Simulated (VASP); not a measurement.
Wanted: the native input for a VASP 6.6.1 run.

| Item | Value |
| --- | --- |
| Task | single point |
| Functional | PBE |
| Potentials or basis | VASP PAW PBE potentials, release 64 (In_d, Sb) |
| Cutoff | 520 eV |
| k mesh | 11 × 11 × 11 |
| Occupations | fermi-dirac, width 0.08 eV |
| Spin | no spin polarisation |
| Dipole correction | no |
| Further INCAR settings | ALGO = Normal; EDIFF = 1e-06; NBANDS = 16 |

The structure of InSb (CsCl type) lies in POSCAR:

```
InSb
1.0
    3.1185572889      0.0000000000      0.0000000000
    0.0000000000      3.1185572889      0.0000000000
    0.0000000000      0.0000000000      3.1185572889
In Sb
1 1
Direct
    0.0000000000      0.0000000000      0.0000000000
    0.5000000000      0.5000000000      0.5000000000
```

This cell differs from its parent crystal: volume scaled by 0.55.

These files were run (other wordings do the same):

INCAR

```
SYSTEM = InSb
PREC = Accurate ; ENCUT = 520
EDIFF = 1E-6 ; ISMEAR = -1
SIGMA = 0.08 ; LREAL = .FALSE.
LASPH = .TRUE. ; NELM = 80
ALGO = Normal ; ISIF = 2
LWAVE = .FALSE. ; LCHARG = .FALSE.
GGA = PE ; NBANDS = 16
```

KPOINTS

```
Automatic mesh
0
G
  11 11 11
  0 0 0
```

Potentials or basis: VASP PAW PBE potentials, release 64 (In_d, Sb).

The run is started by

```sh
$ cat potpaw_PBE.64/In_d/POTCAR potpaw_PBE.64/Sb/POTCAR > POTCAR
$ mpirun -np 1 vasp_std > vasp.out
```

Results of the run:

| Property | Result |
| --- | --- |
| Pressure | 119.3 GPa |
| Band gap on the k mesh | zero (band 9 reaches 19.72 eV, above the bottom of band 10 at 14.44 eV) |

Caveat: spin-orbit coupling is left out, which moves the levels of the heavy elements.

It took 14 s on 1 thread of Intel(R) Xeon(R) Platinum 8259CL CPU @ 2.50GHz (Skylake/Cascade Lake), with other jobs on the host, peak memory 0.16 GiB.
